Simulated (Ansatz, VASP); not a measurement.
## WS2: VASP beside Ansatz

```
W S
1.0
     3.12394    0.00000    0.00000
    -1.56197    2.70541    0.00000
     0.00000    0.00000   16.93754
W S
1 2
Direct
  0.33333 0.66667 0.00040
  0.66180 0.33333 0.90599
  0.67153 0.33333 0.09169
```

Change from the starting cell: mode 4 frozen in at -0.015 Å and mode 9 at -0.020 Å (largest displacements).

Alike in both runs: task single point; functional PBEsol; dispersion D3(BJ); k mesh 12 × 12 × 2; occupations gaussian, width 0.05 eV; no spin polarisation.

|  | VASP | Ansatz |
| --- | --- | --- |
| version | VASP 6.6.1 | Ansatz 0.2.0 |
| potentials or method | VASP PAW PBE potentials, release 64 (W_sv, S), cutoff 520 eV | scalar-relativistic, plane waves, PAW |
| valence electrons in the cell | 26 | 26 |

```tsv
	VASP	Ansatz	Ansatz less VASP
gap on the k mesh at the Fermi level (eV)	1.98	1.98	0.000
least direct gap on the mesh (eV)	2.04	2.04	-0.004
rms of the force components (eV/Å)	0.378	0.377	-0.0009
```

VASP's potentials were made for PBE, not for PBEsol, and Ansatz warns of the same on its side. Atom by atom the forces differ by 0.010 eV/Å (rms over components).

Spin-orbit coupling is off throughout.
